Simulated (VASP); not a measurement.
Set up this calculation in VASP 6.6.1, as the native input.

- Task: single point
- Functional: LDA
- Potentials or basis: VASP PAW LDA potentials, release 64 (W_sv)
- Cutoff: 520 eV
- k mesh: 20 × 20 × 20
- Occupations: gaussian, width 0.15 eV
- Spin: no spin polarisation
- Dipole correction: no
- Further INCAR settings: ALGO = Normal; EDIFF = 1e-07; NBANDS = 13

The structure of W lies in POSCAR:

```
W
1.0
   -1.5680780323      1.5680780323      1.5680780323
    1.5680780323     -1.5680780323      1.5680780323
    1.5680780323      1.5680780323     -1.5680780323
W
1
Direct
    0.0000000000      0.0000000000      0.0000000000
```

One way to write it, as run:

INCAR

```
SYSTEM = W
ALGO = Normal
EDIFF = 1E-7
ENCUT = 520
ISIF = 2
ISMEAR = 0
LASPH = .True.
LCHARG = .False.
LREAL = .False.
LWAVE = .False.
NBANDS = 13
NELM = 60
PREC = Accurate
SIGMA = 0.15
```

KPOINTS

```
k-points
0
Gamma
  20 20 20
  0 0 0
```

Potentials or basis: VASP PAW LDA potentials, release 64 (W_sv).

Run with:

```sh
$ cat potpaw_LDA.64/W_sv/POTCAR > POTCAR
$ mpirun -np 1 vasp_std > vasp.out
```

It gave:

| Item | Value |
| --- | --- |
| Pressure | 1.7 GPa |
| Band gap on the k mesh | zero (bands 7 and 8 overlap by 6.65 eV) |

Caveat: spin-orbit coupling is left out, which moves the levels of the heavy elements.

Wall time 40 s on 1 thread of Intel Xeon 8259CL, on a shared host, peak memory 0.16 GiB.
